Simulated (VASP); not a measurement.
# ZrC: single point with PBE

The system is ZrC.

```
Zr C
1.0
     2.76195    0.00000    0.00000
     0.00000    2.76195    0.00000
     0.00000    0.00000    2.76195
Zr C
1 1
Direct
  0.00000 0.00000 0.00000
  0.50000 0.50000 0.50000
```

```json
{
  "Program": "VASP 6.6.1",
  "Task": "single point",
  "Functional": "PBE",
  "Potentials or basis": "VASP PAW PBE potentials, release 64 (Zr_sv, C)",
  "Cutoff": "520 eV",
  "k mesh": "12 × 12 × 12",
  "Occupations": "gaussian, width 0.05 eV",
  "Spin": "no spin polarisation",
  "Dipole correction": "no",
  "Further INCAR settings": "ALGO = Normal; EDIFF = 1e-07; NBANDS = 15"
}
```

The pressure is 45.4 GPa and the band gap on the k mesh is zero (bands 8 and 9 overlap by 2.67 eV).

Levels at points of the mesh, in eV from the Fermi level:
```tsv
k point	band 6	band 7	band 8	band 9	band 10	band 11
(0.00, 0.00, 0.00)	-2.51	-2.51	1.43	1.43	1.43	6.29
(0.50, 0.00, 0.00)	-6.22	-1.39	-1.39	-1.18	6.91	7.30
(0.50, 0.50, 0.00)	-2.18	-2.18	-0.59	2.03	2.99	2.99
(0.50, 0.50, 0.50)	-6.42	-6.42	-6.42	9.45	9.45	10.44
```

Wall time 30 s on 1 thread of Intel Xeon 8259CL (shared host), peak memory 0.16 GiB.

Caveat: the cell stands under pressure.
